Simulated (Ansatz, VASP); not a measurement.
TiCo3 in VASP and in Ansatz

INCAR

```
  PREC = Accurate
  ENCUT = 520
  EDIFF = 1E-6
  ISMEAR = 0
  SIGMA = 0.1
  LREAL = F
  LASPH = T
  NELM = 150
  ALGO = Normal
  ISIF = 2
  LWAVE = F
  LCHARG = T
  ISPIN = 2
  MAGMOM = 0 0.3 0.3 0.3
  LORBIT = 11
  LMAXMIX = 4
  GGA = PS
  LELF = T
  LVHAR = T
  NBANDS = 32
```

File KPOINTS:

```
Automatic mesh
0
Gamma
  12 12 12
```

Contents of POSCAR:

```
TiCo3
1.0
    3.3812012833      0.0000000000      0.0000000000
    0.0000000000      3.3812012833      0.0000000000
    0.0000000000      0.0000000000      3.3812012833
Ti Co
1 3
Direct
    0.0000000000      0.0000000000      0.0000000000
    0.0000000000      0.5000000000      0.5000000000
    0.5000000000      0.0000000000      0.5000000000
    0.5000000000      0.5000000000      0.0000000000
```

Input for Ansatz:

```yaml
crystal:
  lattice:
    - [3.3812012833, 0.0, 0.0]
    - [0.0, 3.3812012833, 0.0]
    - [0.0, 0.0, 3.3812012833]
  atoms:
    - { symbol: Ti, position: [0.0, 0.0, 0.0] }
    - { symbol: Co, position: [0.0, 0.5, 0.5], spin: 0.3 }
    - { symbol: Co, position: [0.5, 0.0, 0.5], spin: 0.3 }
    - { symbol: Co, position: [0.5, 0.5, 0.0], spin: 0.3 }
basis:
  ecutwfc: 420
kpoints:
  mp_grid: { grid: [12, 12, 12] }
hamiltonian:
  xc: pbesol
scf:
  occupations: { method: gaussian, width: 0.1 }
output:
  forces: true
  stress: true
  eigenvalues: true
  populations: true
magnetization:
  spin_polarized: true
```

Alike in both runs: task single point; functional PBEsol; k mesh 12 × 12 × 12; occupations gaussian, width 0.1 eV; collinear spin.

```csv
,VASP,Ansatz
version,VASP 6.6.1,Ansatz 0.2.0
potentials or method,"VASP PAW PBE potentials, release 64 (Ti_sv, Co), cutoff 520 eV","scalar-relativistic, plane waves, PAW"
valence electrons in the cell,39,63
```

|  | VASP | Ansatz | Ansatz less VASP |
| --- | --- | --- | --- |
| gap on the k mesh at the Fermi level (eV) | none | none | - |
| net moment per atom (μB) | 0.00 | 0.00 | -0.001 |

VASP's potentials were made for PBE, not for PBEsol. A gap of «none» marks a metal or a gap that the smearing closes. VASP's potentials hold 39 valence electrons a cell and Ansatz's 63, so a difference there can come from the potentials and not from the codes. Ansatz's warnings: seeded moment not kept.
